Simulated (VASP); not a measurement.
Here is a VASP 6.6.1 calculation.

The input INCAR:

```
  ALGO = Normal
  EDIFF = 1E-6
  ENCUT = 520
  GGA = PS
  ISIF = 2
  ISMEAR = -1
  LASPH = T
  LCHARG = F
  LREAL = F
  LWAVE = F
  NBANDS = 13
  NELM = 100
  PREC = Accurate
  SIGMA = 0.02
```

Contents of KPOINTS:

```
k-points
0
Gamma
  10 10 10
```

File POSCAR:

```
O
1.0
    1.4041122177      0.8106645668      3.3622362452
   -1.4041122177      0.8106645668      3.3622362452
    0.0000000000     -1.6213291337      3.3622362452
O
2
Direct
    0.0577000000      0.0577000000      0.0577000000
    0.9423000000      0.9423000000      0.9423000000
```

Potentials or basis: VASP PAW PBE potentials, release 64 (O).

Command:

```bash
$ cat potpaw_PBE.64/O/POTCAR > POTCAR
$ mpirun -np 1 vasp_std > vasp.out
```

What does it give for the pressure?

11.2 GPa.

Estimate the band gap on the k mesh.

zero (band 6 reaches 1.66 eV, above the bottom of band 7 at 0.25 eV).

Stress tensor (GPa, compression positive):
```
-9.03  0.00  0.00
 0.00 -9.03  0.00
 0.00  0.00 51.66
```

Caveat: the standard files for N, O and F lose accuracy on very short bonds; spin is off for a triplet molecule; the PAW data sets were made with another functional, which shifts forces and pressure a little.
